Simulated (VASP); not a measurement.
A run of VASP 6.6.1:

File POSCAR:

```
ScAl3
1.0
    4.0855365675      0.0000000000      0.0000000000
    0.0000000000      4.0855365675      0.0000000000
    0.0000000000      0.0000000000      4.0855365675
Sc Al
1 3
Direct
    0.0000000000      0.0000000000      0.0000000000
    0.5000000000      0.0000000000      0.5000000000
    0.0000000000      0.5000000000      0.5000000000
    0.5000000000      0.5000000000      0.0000000000
```

Contents of INCAR.step1:

```
PREC = Accurate
ENCUT = 520
ISMEAR = 0
SIGMA = 0.1
LREAL = F
LASPH = T
NELM = 60
NBANDS = 18
GGA = PE
ALGO = Normal
EDIFF = 1E-4
LWAVE = T
LCHARG = F
```

Contents of INCAR.step2:

```
PREC = Accurate
ENCUT = 520
EDIFF = 1E-6
ISMEAR = 0
SIGMA = 0.1
LREAL = F
LASPH = T
NELM = 60
ALGO = Normal
ISIF = 2
LWAVE = F
LCHARG = F
METAGGA = R2SCAN
LMIXTAU = T
NBANDS = 18
ISTART = 1
```

The input KPOINTS:

```
Automatic mesh
0
Gamma
  10 10 10
```

Potentials or basis: VASP PAW PBE potentials, release 64 (Sc_sv, Al).

The run is started by

```console
$ cat potpaw_PBE.64/Sc_sv/POTCAR potpaw_PBE.64/Al/POTCAR > POTCAR
$ cp INCAR.step1 INCAR
$ mpirun -np 1 vasp_std > vasp.out
$ cp INCAR.step2 INCAR
$ mpirun -np 1 vasp_std > vasp.out
```

Hardware: 1 thread of Intel(R) Xeon(R) Platinum 8559C (Emerald Rapids), on a shared host.

Question: How long does it take, and how much memory?

Answer: It took 100 s on 1 thread of Intel(R) Xeon(R) Platinum 8559C (Emerald Rapids) (shared host), peak memory 0.21 GiB. Counts: k points 56.
